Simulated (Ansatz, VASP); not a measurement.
**Ag: VASP beside Ansatz**

```
Ag
1.0
     2.88620    0.00000    0.00000
    -1.44310    2.49952    0.00000
     0.00000    0.00000   10.00000
Ag
4
Direct
  0.00000 0.00000 0.50000
  0.00000 0.00000 0.00000
  0.66667 0.33333 0.75000
  0.33333 0.66667 0.25000
```

Alike in both runs: task single point; functional PBEsol; k mesh 11 × 11 × 3; occupations fermi-dirac, width 0.05 eV; no spin polarisation.

|  | VASP | Ansatz |
| --- | --- | --- |
| version | VASP 6.6.1 | Ansatz 0.2.0 |
| potentials or method | VASP PAW PBE potentials, release 64 (Ag), cutoff 520 eV | all-electron LAPW, scalar-relativistic |

Ansatz gave:

| Quantity | Value |
| --- | --- |
| gap on the k mesh at the Fermi level (eV) | none |
| pressure (GPa) | -7.2 |
| traceless stress, the component that is largest in VASP (GPa) | -2.21 |

Task: What did VASP give for the same quantities?

Result: gap on the k mesh at the Fermi level (eV): none; pressure (GPa): -7.3; traceless stress, the component that is largest in VASP (GPa): -2.20.

VASP's potentials were made for PBE, not for PBEsol. A gap of «none» marks a metal or a gap that the smearing closes. Ansatz ran all-electron here, and VASP with PAW potentials.
